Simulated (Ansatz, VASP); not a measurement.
## Two plane-wave programs on Ni

```
Ni
1.0
     0.00000    1.75725    1.75725
     1.75725    0.00000    1.75725
     1.75725    1.75725    0.00000
Ni
1
Cartesian
  0.0000 0.0000 0.0000
```

Alike in both runs: task single point; functional PBE; k mesh 15 × 15 × 15; occupations fermi-dirac, width 1 eV; no spin polarisation.

```csv
,VASP,Ansatz
version,VASP 6.6.1,Ansatz 0.2.0
potentials or method,"VASP PAW PBE potentials, release 64 (Ni), cutoff 520 eV","plane waves (420 eV) with PAW, scalar-relativistic"
valence electrons in the cell,10,18
```

```tsv
	VASP	Ansatz	Ansatz less VASP
pressure (GPa)	21.5	21.7	+0.20
```

VASP's potentials hold 10 valence electrons a cell and Ansatz's 18, so a difference there can come from the potentials and not from the codes.
